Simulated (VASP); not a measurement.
Runs of VASP 6.6.1 on TiO2. The structure is that of space group P4_2/mnm (No. 136), or close to it. The cells are those of the table. 

```csv
level,cell,smearing,gap on the mesh (eV),pressure (GPa),largest force (eV/Å)
PBE,"a = 4.735, b = 4.735, c = 2.905 Å, 6 atoms",fermi-dirac 0.02 eV,(b),-0.9,0.12
PBE,"a = 4.551, b = 4.551, c = 2.973 Å, 6 atoms",fermi-dirac 0.02 eV,1.85,8.5,0.06
r2SCAN,"a = 4.505, b = 4.505, c = 2.995 Å, 6 atoms",gaussian 0.01 eV,2.24,(a),0.02
PBE,"a = 4.413, b = 4.413, c = 3.044 Å, 6 atoms",fermi-dirac 0.02 eV,1.93,17.5,0.03
PBE,"a = 4.459, b = 4.459, c = 3.019 Å, 6 atoms",fermi-dirac 0.02 eV,1.89,14.4,0.04
```

Alike in all rows: task single point; potentials or basis VASP PAW PBE potentials, release 64 (Ti_sv, O); no spin polarisation; k mesh 6 × 6 × 8; cutoff (eV) 520.

Q: Fill in the values left out.

A: (a) 6.8; (b) 1.96.

Caveats: the PAW data sets were made with another functional, which shifts forces and pressure a little (some runs).

A k mesh can miss the band edges.
